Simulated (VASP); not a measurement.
# Mg (Fd-3m) in VASP: further runs

The runs below take Mg through relaxation of cell and atoms, single point, with PBE.

Everything below comes from runs of VASP 6.6.1. Logs are shortened: lines on timing, memory, paths and dates and some standing lists are left out, and cuts for length are marked.

## Step 1: The cell of the first run

It takes space group Fd-3m (No. 227, cubic). The conventional cell has a = 6.230 Å, b = 6.230 Å, c = 6.230 Å, α = 90.00°, β = 90.00°, γ = 90.00°. Mg (site symmetry -43m) has 4 Mg at 2.70 Å within 3.6 Å.

## Step 2: Relaxation of cell and atoms, PBE, target pressure 20 GPa, at which the enthalpy is minimised

The input, INCAR:

```
PREC     = Accurate       # precision mode
ENCUT    = 600            # plane-wave cutoff, eV
EDIFF    = 1E-6           # SCF threshold, eV
ISMEAR   = 0              # smearing method
SIGMA    = 0.1            # smearing width, eV
LREAL    = F              # projectors in reciprocal space
LASPH    = T              # aspherical terms in the spheres
NELM     = 60             # most SCF steps
ALGO     = Normal         # electronic algorithm
ISIF     = 3              # what is computed and relaxed
LWAVE    = F              # write WAVECAR
LCHARG   = F              # write CHGCAR
GGA      = PE             # functional
IBRION   = 2              # ionic algorithm
NSW      = 80             # ionic steps
EDIFFG   = -0.03          # ionic threshold
PSTRESS  = 200.0
```

The input, KPOINTS:

```
regular mesh
0
Gamma
  6 6 6
```

The input, POSCAR:

```
Mg
1.0
    0.0000000000      3.1150000000      3.1150000000
    3.1150000000      0.0000000000      3.1150000000
    3.1150000000      3.1150000000      0.0000000000
Mg
2
Direct
    0.0000000000      0.0000000000      0.0000000000
    0.2500000000      0.2500000000      0.2500000000
```

Potentials or basis: VASP PAW PBE potentials, release 64 (Mg).

Started as:

```
> cat potpaw_PBE.64/Mg/POTCAR > POTCAR
> mpirun -np 1 vasp_std > vasp.out
```

OUTCAR:

```text
PREC = Accurate
   ENCUT = 600
   EDIFF = 1E-6
   ISMEAR = 0
   LREAL = F
   LASPH = T
   NELM = 60
   ISIF = 3
   GGA = PE
   IBRION = 2
   NSW = 80
   EDIFFG = -0.03
   PSTRESS = 200.0

 ion  position               nearest neighbor table
   1  0.000  0.000  0.000-   2 2.70   2 2.70   2 2.70   2 2.70
   2  0.250  0.250  0.250-   1 2.70   1 2.70   1 2.70   1 2.70

  LATTYP: Found a face centered cubic cell.
 ALAT       =     6.2300000000

  Lattice vectors:

 A1 = (   0.0000000000,   3.1150000000,   3.1150000000)
 A2 = (   3.1150000000,   0.0000000000,   3.1150000000)
 A3 = (   3.1150000000,   3.1150000000,   0.0000000000)

Analysis of symmetry for initial positions (statically):
=====================================================================
 Subroutine PRICEL returns:
 Original cell was already a primitive cell.

 Routine SETGRP: Setting up the symmetry group for a
 face centered cubic supercell.

 Subroutine GETGRP returns: Found 48 space group operations
 (whereof 24 operations were pure point group operations)
 out of a pool of 48 trial point group operations.

The static configuration has the point symmetry T_d .
 The point group associated with its full space group is O_h .

Analysis of symmetry for dynamics (positions and initial velocities):
=====================================================================
 Subroutine PRICEL returns:
 Original cell was already a primitive cell.

 Routine SETGRP: Setting up the symmetry group for a
 face centered cubic supercell.

 Subroutine GETGRP returns: Found 48 space group operations
 (whereof 24 operations were pure point group operations)
 out of a pool of 48 trial point group operations.

The dynamic configuration has the point symmetry T_d .
 The point group associated with its full space group is O_h .

 Subroutine INISYM returns: Found 48 space group operations
 (whereof 24 operations are pure point group operations),
 and found     1 'primitive' translations

----------------------------------------------------------------------------------------

                                     Primitive cell

  volume of cell :      60.4511

  direct lattice vectors                    reciprocal lattice vectors
     0.000000000  3.115000000  3.115000000    -0.160513644  0.160513644  0.160513644
     3.115000000  0.000000000  3.115000000     0.160513644 -0.160513644  0.160513644
     3.115000000  3.115000000  0.000000000     0.160513644  0.160513644 -0.160513644

  length of vectors
     4.405275247  4.405275247  4.405275247     0.278017786  0.278017786  0.278017786

  position of ions in fractional coordinates (direct lattice)
     0.000000000  0.000000000  0.000000000
     0.250000000  0.250000000  0.250000000

  ion indices of the primitive-cell ions
   primitive index   ion index
                 1           1
                 2           2

----------------------------------------------------------------------------------------

 KPOINTS: regular mesh

Automatic generation of k-mesh.
 Grid dimensions read from file:
 generate k-points for:    6    6    6

 Generating k-lattice:

  Cartesian coordinates                     Fractional coordinates (reciprocal lattice)
    -0.026752274  0.026752274  0.026752274     0.166666667  0.000000000  0.000000000
     0.026752274 -0.026752274  0.026752274     0.000000000  0.166666667  0.000000000
     0.026752274  0.026752274 -0.026752274     0.000000000  0.000000000  0.166666667

  Length of vectors
     0.046336298  0.046336298  0.046336298

  Shift w.r.t. Gamma in fractional coordinates (k-lattice)
     0.000000000  0.000000000  0.000000000

 Subroutine IBZKPT returns following result:
 ===========================================

 Found     16 irreducible k-points:

 Following reciprocal coordinates:
            Coordinates               Weight
  0.000000  0.000000  0.000000      1.000000
  0.166667  0.000000  0.000000      8.000000
  0.333333  0.000000  0.000000      8.000000
  0.500000  0.000000  0.000000      4.000000
  0.166667  0.166667  0.000000      6.000000
  0.333333  0.166667  0.000000     24.000000
[... 8 lines left out ...]
 -0.333333  0.333333  0.166667     24.000000
 -0.333333  0.500000  0.166667     12.000000
   k-points           NKPTS =     16   k-points in BZ     NKDIM =     16   number of bands    NBANDS=      6
   number of dos      NEDOS =    301   number of ions     NIONS =      2
   total plane-waves  NPLWV =  46656
   dimension x,y,z NGX =    36 NGY =   36 NGZ =   36
   dimension x,y,z NGXF=    72 NGYF=   72 NGZF=   72
   ions per type =               2
   NGX,Y,Z   is equivalent  to a cutoff of  13.59, 13.59, 13.59 a.u.
   NGXF,Y,Z  is equivalent  to a cutoff of  27.17, 27.17, 27.17 a.u.
 SYSTEM =  unknown system
   PREC   = accura    normal or accurate (medium, high low for compatibility)
   ISTART =      0    job   : 0-new  1-cont  2-samecut
   ICHARG =      2    charge: 1-file 2-atom 10-const
   ISPIN  =      1    spin polarized calculation?
   LNONCOLLINEAR =      F non collinear calculations
   LSORBIT =      F    spin-orbit coupling
   LASPH  =      T    aspherical Exc in radial PAW
   ENCUT  =  600.0 eV  44.10 Ry    6.64 a.u.   8.80  8.80  8.80*2*pi/ulx,y,z
   NELM   =     60;   NELMIN=  2; NELMDL= -5     # of ELM steps
   EDIFF  = 0.1E-05   stopping-criterion for ELM
   LREAL  =      F    real-space projection
   EDIFFG = -.3E-01   stopping-criterion for IOM
   NSW    =     80    number of steps for IOM
   IBRION =      2    ionic relax: 0-MD 1-quasi-New 2-CG
   NFREE  =      1    steps in history (QN), initial steepest desc. (CG)
   ISIF   =      3    stress and relaxation
   ISYM   =      2    0-nonsym 1-usesym 2-fastsym
   POTIM  = 0.5000    time-step for ionic-motion
   TEBEG  =    0.0;   TEEND  =   0.0 temperature during run
   PSTRESS=  200.0 pullay stress
   NELECT =       4.0000    total number of electrons
   NUPDOWN=      -1.0000    fix difference up-down
   EMIN   =  10.00;   EMAX   =-10.00  energy-range for DOS
   EFERMI =   0.00;   METHOD = LEGACY
   ISMEAR =     0;   SIGMA  =   0.10  broadening in eV -4-tet -1-fermi 0-gaus
   EFERMI_NEDOS =   21; number of points for ismear=-14 and -15
   IALGO  =     38    algorithm
   IMIX   =      4    mixing-type and parameters
     AMIX     =   0.40;   BMIX     =  1.00
     AMIX_MAG =   1.60;   BMIX_MAG =  1.00
  volume/ion in A,a.u.               =      30.23       203.97
  Fermi-wavevector in a.u.,A,eV,Ry     =   0.662156  1.251293  5.965476  0.438450
  Thomas-Fermi vector in A             =   1.735138
   LORBIT       =      0    0 simple, 1 ext, 2 COOP (PROOUT), +10 PAW based schemes
   GGA     = PE    functional components
   LHFCALC =     F    Hartree Fock is set to
   AEXX    =    0.0000 exact exchange contribution
   IVDW    =     0    specifies the selected vdW correction
   LEPSILON=     F    determine dielectric tensor
   LRPA    =     F    only Hartree local field effects (RPA)
 conjugate gradient relaxation of ions
 non-spin polarized calculation
 Gauss-broadening in eV      SIGMA  =   0.10
  energy-cutoff  :      600.00
  volume of cell :       60.45
 maximum number of plane-waves:      2044
   NGX = 17   NGY = 17   NGZ = 17

--------------------------------------- Ionic step        1  -------------------------------------------

 number of electron       4.0000000 magnetization

 Free energy of the ion-electron system (eV)
  ---------------------------------------------------
  ext. energy  EPLUGINS =         0.00000000
  ---------------------------------------------------
  free energy    TOTEN  =        -1.11977829 eV

  energy without entropy =       -1.10255815  energy(sigma->0) =       -1.11116822

------------------------ aborting loop because EDIFF is reached ----------------------------------------

  FORCE on cell =-STRESS in cart. coord.  units (eV):
  Direction    XX          YY          ZZ          XY          YZ          ZX
  --------------------------------------------------------------------------------------
  -------------------------------------------------------------------------------------
  Total        2.1927360      2.1927360      2.1927360      0.0000000      0.0000000      0.0000000
  in kB       58.1156064     58.1156064     58.1156064      0.0000000      0.0000000      0.0000000
  external PRESSURE =    -141.8843936 kB  Pullay stress =     200.0000000 kB

 VOLUME and BASIS-vectors are now :
 -----------------------------------------------------------------------------
  energy-cutoff  :      600.00
  volume of cell :       60.45
      direct lattice vectors                 reciprocal lattice vectors
     0.000000000  3.115000000  3.115000000    -0.160513644  0.160513644  0.160513644
     3.115000000  0.000000000  3.115000000     0.160513644 -0.160513644  0.160513644
     3.115000000  3.115000000  0.000000000     0.160513644  0.160513644 -0.160513644
[... 46 lines left out ...]
  FREE ENERGIE OF THE ION-ELECTRON SYSTEM (eV)
  ---------------------------------------------------
  free  energy   TOTEN  =         0.7385576547 eV

  energy  without entropy=        0.7481481426  energy(sigma->0) =        0.74335290

  enthalpy is  TOTEN    =         5.7226095480 eV   P V=        4.9840518934

--------------------------------------- Ionic step        3  -------------------------------------------

 number of electron       4.0000000 magnetization

 Free energy of the ion-electron system (eV)
  ---------------------------------------------------
  ext. energy  EPLUGINS =         0.00000000
  ---------------------------------------------------
  free energy    TOTEN  =         0.01966546 eV

  energy without entropy =        0.02548513  energy(sigma->0) =        0.02257529

 E-fermi :   2.6178     XC(G=0):  -8.4657

 val. band max:        2.5511264496   @ k =   0.5000   0.3333   0.1667
 cond. band min:       2.7426102479   @ k =   0.5000   0.3333   0.1667
 fundamental gap:      0.1914837983
 Fermi energy:         2.6177712943

 k-point     1 :       0.0000    0.0000    0.0000
  band No.  band energies     occupation
      1      -4.3734      2.00000
      2       7.5655      0.00000
      3       7.5655      0.00000
      4       7.5655      0.00000
      5       8.4188      0.00000
      6       8.4188      0.00000

 k-point     2 :       0.1667    0.0000    0.0000
  band No.  band energies     occupation
      1      -3.9827      2.00000
      2       4.8422      0.00000
      3       6.9039      0.00000
      4       6.9039      0.00000
      5       9.2223      0.00000
      6       9.3178      0.00000
[... 146 lines left out ...]
 POSITION                                       TOTAL-FORCE (eV/Angst)
 -----------------------------------------------------------------------------------
      0.00000      0.00000      0.00000         0.000000      0.000000      0.000000
      1.40804      1.40804      1.40804        -0.000000     -0.000000     -0.000000
 -----------------------------------------------------------------------------------
    total drift:                               -0.000000     -0.000000     -0.000000

  FREE ENERGIE OF THE ION-ELECTRON SYSTEM (eV)
  ---------------------------------------------------
  free  energy   TOTEN  =         0.0196654634 eV

  energy  without entropy=        0.0254851251  energy(sigma->0) =        0.02257529

  enthalpy is  TOTEN    =         5.5951503617 eV   P V=        5.5754848983

 reached required accuracy - stopping structural energy minimisation
```

It took 11 s on 1 thread of AMD EPYC 9R45 (Zen 5), shared host; peak memory 0.17 GiB.

What came out:

```
Free energy                                            : 0.0197 eV
Relaxed volume                                         : 22.33 Å³/atom
Relaxed cell                                           : a = 3.983 Å, b = 3.983 Å, c = 3.983 Å, α = 60.00°, β = 60.00°, γ = 60.00°
Space group after relaxing (to 0.05 Å)                 : Fd-3m (No. 227)
Energy change on relaxing (the enthalpy is what falls) : +569.7 meV/atom
Ionic steps                                            : 3
Pressure after relaxing                                : 20.0 GPa
Band gap on the k mesh                                 : zero (band 2 reaches 7.57 eV, above the bottom of band 3 at 1.40 eV)
```

Step by step:
```csv
step,energy change (eV),largest force (eV/Å),pressure (GPa),volume (Å³)
1,0.0000,0.0000,5.81,60.45
2,1.8583,0.0000,29.18,39.93
3,1.1394,0.0000,20.05,44.66
```

Final structure:
```cif
data_structure
_symmetry_space_group_name_H-M 'P 1'
_symmetry_Int_Tables_number 1
_cell_length_a 3.9825
_cell_length_b 3.9825
_cell_length_c 3.9825
_cell_angle_alpha 60.000
_cell_angle_beta 60.000
_cell_angle_gamma 60.000
_cell_volume 44.66
loop_
_atom_site_label
_atom_site_type_symbol
_atom_site_fract_x
_atom_site_fract_y
_atom_site_fract_z
_atom_site_occupancy
Mg1 Mg 0.00000 0.00000 0.00000 1
Mg2 Mg 0.25000 0.25000 0.25000 1
```

Levels at points of the mesh, in eV from the Fermi level:
```tsv
k point	band 1	band 2	band 3	band 4	band 5	band 6
(0.00, 0.00, 0.00)	-6.99	4.95	4.95	4.95	5.80	5.80
(0.50, 0.00, 0.00)	-3.89	-3.11	3.83	3.83	5.25	5.25
(0.50, 0.50, 0.00)	-2.43	-2.43	1.43	1.43	2.88	2.88
```

Caveat: the cell is relaxed towards a set pressure, so the enthalpy falls and the energy may rise; the volume moved by over 15 % at a fixed basis, so the end points are rough.

(Part 1 of 2 ends here.)
